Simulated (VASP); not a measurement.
# W3O (Ama2) in VASP: single point with PBEsol

Aim: the single point of W3O with PBEsol.

Program: VASP 6.6.1. These are calculated values, not measurements. Logs are shortened: lines on timing, memory, paths and dates and some standing lists are left out, and cuts for length are marked.

## Step 1: The cell of the first run

Symmetry: Ama2, No. 40, orthorhombic system. Conventional cell: a = 4.831 Å, b = 6.833 Å, c = 6.833 Å, α = 90.00°, β = 90.00°, γ = 90.00°. Within 3.2 Å of W (site symmetry m) lie 10 W at 2.42 to 2.96 Å and 4 O at 2.67 to 2.80 Å. Within 3.2 Å of W (site symmetry 2) lie 10 W at 2.42 to 2.96 Å and 4 O at 2.64 to 2.77 Å. Within 3.2 Å of W (site symmetry m) lie 10 W at 2.42 to 2.96 Å and 4 O at 2.61 to 2.73 Å. O (site symmetry m) has 12 W at 2.61 to 2.80 Å within 3.4 Å.

## Step 2: Single point, PBEsol (atoms displaced along a vibrational mode)

The input, INCAR:

```
SYSTEM = W3O
PREC = Accurate
ENCUT = 520
EDIFF = 1E-6
ISMEAR = 0
SIGMA = 0.15
LREAL = .False.
LASPH = .True.
NELM = 60
ALGO = Normal
ISIF = 2
LWAVE = .False.
LCHARG = .False.
GGA = PS
NBANDS = 58
```

The input, KPOINTS:

```
regular mesh
0
Gamma
  8 8 8
  0 0 0
```

The input, POSCAR:

```
W3O
1.0
    4.8313496660      0.0000000000      0.0000000000
    0.0000000000      4.8313496660      0.0000000000
    0.0000000000      0.0000000000      4.8313496660
W O
6 2
Direct
    0.4996384155      0.7500000000      0.0000000000
    0.0003615845      0.4996384155      0.7500000000
    0.2500000000      0.0003615845      0.5000000000
    0.4996384155      0.2500000000      0.0000000000
    0.0003615845      0.4996384155      0.2500000000
    0.7500000000      0.0003615845      0.5000000000
    0.4857300928      0.4857300928      0.5000000000
    0.0142699072      0.0142699072      0.0000000000
```

Potentials or basis: VASP PAW PBE potentials, release 64 (W_sv, O).

Command:

```sh
$ cat potpaw_PBE.64/W_sv/POTCAR potpaw_PBE.64/O/POTCAR > POTCAR
$ mpirun -np 1 vasp_std > vasp.out
```

OUTCAR:

```text
SYSTEM = W3O
   PREC = Accurate
   ENCUT = 520
   EDIFF = 1E-6
   ISMEAR = 0
   LREAL = .False.
   LASPH = .True.
   NELM = 60
   ISIF = 2
   GGA = PS

 ion  position               nearest neighbor table
   1  0.500  0.750  0.000-   4 2.42   4 2.42   8 2.67   2 2.96   5 2.96   3 2.96   3 2.96   6 2.96
                             6 2.96   5 2.96   2 2.96
   2  0.000  0.500  0.750-   5 2.42   5 2.42   8 2.64   7 2.64   3 2.96   4 2.96   6 2.96   1 2.96
                             3 2.96   4 2.96   1 2.96   6 2.96
   3  0.250  0.000  0.500-   6 2.42   6 2.42   7 2.61   8 2.67   8 2.67   5 2.96   2 2.96   4 2.96
                             4 2.96   1 2.96   1 2.96   5 2.96   2 2.96
   4  0.500  0.250  0.000-   1 2.42   1 2.42   8 2.61   7 2.67   7 2.67   2 2.96   5 2.96   3 2.96
                             3 2.96   6 2.96   6 2.96   5 2.96   2 2.96
   5  0.000  0.500  0.250-   2 2.42   2 2.42   8 2.64   7 2.64   4 2.96   3 2.96   6 2.96   1 2.96
                             3 2.96   4 2.96   1 2.96   6 2.96
   6  0.750  0.000  0.500-   3 2.42   3 2.42   7 2.67   2 2.96   5 2.96   4 2.96   4 2.96   1 2.96
                             1 2.96   5 2.96   2 2.96
   7  0.486  0.486  0.500-   3 2.61   2 2.64   5 2.64   6 2.67   4 2.67   4 2.67
   8  0.014  0.014  0.000-   4 2.61   2 2.64   5 2.64   1 2.67   3 2.67   3 2.67

  LATTYP: Found a simple cubic cell.
 ALAT       =     4.8313496660

  Lattice vectors:

 A1 = (   4.8313496660,   0.0000000000,   0.0000000000)
 A2 = (   0.0000000000,   4.8313496660,   0.0000000000)
 A3 = (   0.0000000000,   0.0000000000,   4.8313496660)

Analysis of symmetry for initial positions (statically):
=====================================================================
 Subroutine PRICEL returns:
 Original cell was already a primitive cell.

 Routine SETGRP: Setting up the symmetry group for a
 simple cubic supercell.

 Subroutine GETGRP returns: Found  4 space group operations
 (whereof  2 operations were pure point group operations)
 out of a pool of 48 trial point group operations.

The static configuration has the point symmetry C_1h.
 The point group associated with its full space group is C_2v.

Analysis of symmetry for dynamics (positions and initial velocities):
=====================================================================
 Subroutine PRICEL returns:
 Original cell was already a primitive cell.

 Routine SETGRP: Setting up the symmetry group for a
 simple cubic supercell.

 Subroutine GETGRP returns: Found  4 space group operations
 (whereof  2 operations were pure point group operations)
 out of a pool of 48 trial point group operations.

The dynamic configuration has the point symmetry C_1h.
 The point group associated with its full space group is C_2v.

 Subroutine INISYM returns: Found  4 space group operations
 (whereof  2 operations are pure point group operations),
 and found     1 'primitive' translations

----------------------------------------------------------------------------------------

                                     Primitive cell

  volume of cell :     112.7731

  direct lattice vectors                    reciprocal lattice vectors
     4.831349666  0.000000000  0.000000000     0.206981500  0.000000000  0.000000000
     0.000000000  4.831349666  0.000000000     0.000000000  0.206981500  0.000000000
     0.000000000  0.000000000  4.831349666     0.000000000  0.000000000  0.206981500

  length of vectors
     4.831349666  4.831349666  4.831349666     0.206981500  0.206981500  0.206981500

  position of ions in fractional coordinates (direct lattice)
     0.499638416  0.750000000  0.000000000
     0.000361584  0.499638416  0.750000000
     0.250000000  0.000361584  0.500000000
     0.499638416  0.250000000  0.000000000
     0.000361584  0.499638416  0.250000000
     0.750000000  0.000361584  0.500000000
     0.485730093  0.485730093  0.500000000
     0.014269907  0.014269907  0.000000000

  ion indices of the primitive-cell ions
   primitive index   ion index
                 1           1
                 2           2
                 3           3
                 4           4
                 5           5
                 6           6
                 7           7
                 8           8

----------------------------------------------------------------------------------------

 KPOINTS: regular mesh

Automatic generation of k-mesh.
 Grid dimensions read from file:
 generate k-points for:    8    8    8

 Generating k-lattice:

  Cartesian coordinates                     Fractional coordinates (reciprocal lattice)
     0.025872687  0.000000000  0.000000000     0.125000000  0.000000000  0.000000000
     0.000000000  0.025872687  0.000000000     0.000000000  0.125000000  0.000000000
     0.000000000  0.000000000  0.025872687     0.000000000  0.000000000  0.125000000

  Length of vectors
     0.025872687  0.025872687  0.025872687

  Shift w.r.t. Gamma in fractional coordinates (k-lattice)
     0.000000000  0.000000000  0.000000000

 Subroutine IBZKPT returns following result:
 ===========================================

 Found    105 irreducible k-points:

 Following reciprocal coordinates:
            Coordinates               Weight
  0.000000  0.000000  0.000000      1.000000
  0.125000  0.000000  0.000000      4.000000
  0.000000  0.000000  0.125000      2.000000
  0.250000  0.000000  0.000000      4.000000
  0.000000  0.000000  0.250000      2.000000
  0.375000  0.000000  0.000000      4.000000
[... 16 lines left out ...]
  0.125000  0.000000  0.500000      4.000000
  0.250000  0.250000  0.000000      2.000000
 [... further k-points ...]
   k-points           NKPTS =    105   k-points in BZ     NKDIM =    105   number of bands    NBANDS=     58
   number of dos      NEDOS =    301   number of ions     NIONS =      8
   total plane-waves  NPLWV =  46656
   dimension x,y,z NGX =    36 NGY =   36 NGZ =   36
   dimension x,y,z NGXF=    72 NGYF=   72 NGZF=   72
   ions per type =               6   2
   NGX,Y,Z   is equivalent  to a cutoff of  12.39, 12.39, 12.39 a.u.
   NGXF,Y,Z  is equivalent  to a cutoff of  24.78, 24.78, 24.78 a.u.
 SYSTEM =  W3O
   PREC   = accura    normal or accurate (medium, high low for compatibility)
   ISTART =      0    job   : 0-new  1-cont  2-samecut
   ICHARG =      2    charge: 1-file 2-atom 10-const
   ISPIN  =      1    spin polarized calculation?
   LNONCOLLINEAR =      F non collinear calculations
   LSORBIT =      F    spin-orbit coupling
   LASPH  =      T    aspherical Exc in radial PAW
   ENCUT  =  520.0 eV  38.22 Ry    6.18 a.u.   8.98  8.98  8.98*2*pi/ulx,y,z
   NELM   =     60;   NELMIN=  2; NELMDL= -5     # of ELM steps
   EDIFF  = 0.1E-05   stopping-criterion for ELM
   LREAL  =      F    real-space projection
   EDIFFG = 0.1E-04   stopping-criterion for IOM
   NSW    =      0    number of steps for IOM
   IBRION =     -1    ionic relax: 0-MD 1-quasi-New 2-CG
   NFREE  =      0    steps in history (QN), initial steepest desc. (CG)
   ISIF   =      2    stress and relaxation
   ISYM   =      2    0-nonsym 1-usesym 2-fastsym
   POTIM  = 0.5000    time-step for ionic-motion
   TEBEG  =    0.0;   TEEND  =   0.0 temperature during run
   PSTRESS=    0.0 pullay stress
   NELECT =      96.0000    total number of electrons
   NUPDOWN=      -1.0000    fix difference up-down
   EMIN   =  10.00;   EMAX   =-10.00  energy-range for DOS
   EFERMI =   0.00;   METHOD = LEGACY
   ISMEAR =     0;   SIGMA  =   0.15  broadening in eV -4-tet -1-fermi 0-gaus
   EFERMI_NEDOS =   21; number of points for ismear=-14 and -15
   IALGO  =     38    algorithm
   IMIX   =      4    mixing-type and parameters
     AMIX     =   0.40;   BMIX     =  1.00
     AMIX_MAG =   1.60;   BMIX_MAG =  1.00
  volume/ion in A,a.u.               =      14.10        95.13
  Fermi-wavevector in a.u.,A,eV,Ry     =   1.551542  2.931989 32.753053  2.407281
  Thomas-Fermi vector in A             =   2.656046
   LORBIT       =      0    0 simple, 1 ext, 2 COOP (PROOUT), +10 PAW based schemes
   GGA     = PS    functional components
   LHFCALC =     F    Hartree Fock is set to
   AEXX    =    0.0000 exact exchange contribution
   IVDW    =     0    specifies the selected vdW correction
   LEPSILON=     F    determine dielectric tensor
   LRPA    =     F    only Hartree local field effects (RPA)
 non-spin polarized calculation
 Gauss-broadening in eV      SIGMA  =   0.15
  energy-cutoff  :      520.00
  volume of cell :      112.77
 maximum number of plane-waves:      3060
   NGX = 17   NGY = 17   NGZ = 17

 number of electron      95.9999960 magnetization

 Free energy of the ion-electron system (eV)
  ---------------------------------------------------
  ext. energy  EPLUGINS =         0.00000000
  ---------------------------------------------------
  free energy    TOTEN  =       -86.60477947 eV

  energy without entropy =      -86.52770189  energy(sigma->0) =      -86.56624068

 E-fermi :  10.0888     XC(G=0): -13.4034

 val. band max:       10.0878474886   @ k =   0.3750   0.3750   0.2500
 cond. band min:      10.0908586816   @ k =   0.5000   0.5000   0.1250
 fundamental gap:      0.0030111930
 Fermi energy:        10.0887971815

 k-point     1 :       0.0000    0.0000    0.0000
  band No.  band energies     occupation
      1     -64.1041      2.00000
      2     -64.0381      2.00000
      3     -64.0380      2.00000
      4     -63.8019      2.00000
      5     -63.8009      2.00000
      6     -63.8008      2.00000
[... 50 lines left out ...]
     57      13.5780      0.00000
     58      14.1579      0.00000

 k-point     2 :       0.1250    0.0000    0.0000
  band No.  band energies     occupation
      1     -64.0994      2.00000
      2     -64.0399      2.00000
      3     -64.0315      2.00000
      4     -63.8106      2.00000
      5     -63.8019      2.00000
      6     -63.8009      2.00000
[... 50 lines left out ...]
     57      13.3588      0.00000
     58      14.0023      0.00000

 k-point     3 :       0.0000    0.0000    0.1250
  band No.  band energies     occupation
      1     -64.0994      2.00000
      2     -64.0400      2.00000
      3     -64.0314      2.00000
      4     -63.8117      2.00000
      5     -63.8009      2.00000
      6     -63.8008      2.00000
[... 1216 lines left out ...]
      3     -63.9288      2.00000
      4     -63.9283      2.00000
      5     -63.8106      2.00000
      6     -63.8009      2.00000
[... 50 lines left out ...]
     57      12.3961      0.00000
     58      12.8953      0.00000

 k-point    24 :       0.2500    0.2500    0.0000
  band No.  band energies     occupation
      1     -64.0733      2.00000
      2     -64.0294      2.00000
      3     -64.0047      2.00000
      4     -63.8416      2.00000
      5     -63.8352      2.00000
      6     -63.8019      2.00000
[... 50 lines left out ...]
     57      13.0106      0.00000
     58      13.5378      0.00000

 [... further k-points ...]

------------------------ aborting loop because EDIFF is reached ----------------------------------------

  FORCE on cell =-STRESS in cart. coord.  units (eV):
  Direction    XX          YY          ZZ          XY          YZ          ZX
  --------------------------------------------------------------------------------------
  -------------------------------------------------------------------------------------
  Total        0.6876577      0.6876577      0.8534356      0.0603802      0.0000000      0.0000000
  in kB        9.7696163      9.7696163     12.1248378      0.8578265      0.0000000      0.0000000
  external PRESSURE =      10.5546901 kB  Pullay stress =       0.0000000 kB

 VOLUME and BASIS-vectors are now :
 -----------------------------------------------------------------------------
  energy-cutoff  :      520.00
  volume of cell :      112.77
      direct lattice vectors                 reciprocal lattice vectors
     4.831349666  0.000000000  0.000000000     0.206981500  0.000000000  0.000000000
     0.000000000  4.831349666  0.000000000     0.000000000  0.206981500  0.000000000
     0.000000000  0.000000000  4.831349666     0.000000000  0.000000000  0.206981500

 POSITION                                       TOTAL-FORCE (eV/Angst)
 -----------------------------------------------------------------------------------
      2.41393      3.62351      0.00000        -0.078769     -0.008903      0.000000
      0.00175      2.41393      3.62351         0.092483     -0.092483      0.000000
      1.20784      0.00175      2.41567        -0.007269      0.107879      0.000000
      2.41393      1.20784      0.00000        -0.107879      0.007269      0.000000
      0.00175      2.41393      1.20784         0.092483     -0.092483      0.000000
      3.62351      0.00175      2.41567         0.008903      0.078769      0.000000
      2.34673      2.34673      2.41567        -0.345029     -0.345076      0.000000
      0.06894      0.06894      0.00000         0.345076      0.345029      0.000000
 -----------------------------------------------------------------------------------
    total drift:                                0.000089     -0.000089     -0.000000

  FREE ENERGIE OF THE ION-ELECTRON SYSTEM (eV)
  ---------------------------------------------------
  free  energy   TOTEN  =       -86.6047794738 eV

  energy  without entropy=      -86.5277018885  energy(sigma->0) =      -86.56624068
```

It took 8.9 min on 1 thread of Intel Xeon Platinum 8488C (Sapphire Rapids), shared host; peak memory 0.55 GiB.

What came out:

| Item | Value |
| --- | --- |
| Free energy | -86.6048 eV |
| Pressure | 1.1 GPa |
| Largest force | 0.488 eV/Å |
| Band gap on the k mesh | zero (bands 48 and 49 overlap by 0.91 eV) |

Forces on the atoms (eV/Å):
```
W   -0.079 -0.009  0.000
W    0.092 -0.092  0.000
W   -0.007  0.108  0.000
W   -0.108  0.007  0.000
W    0.092 -0.092  0.000
W    0.009  0.079  0.000
O   -0.345 -0.345  0.000
O    0.345  0.345  0.000
```

Caveat: the cell differs from its parent crystal (atoms displaced along a vibrational mode); the PAW data sets were made with another functional, which shifts forces and pressure a little; spin-orbit coupling is left out, which moves the levels of the heavy elements.
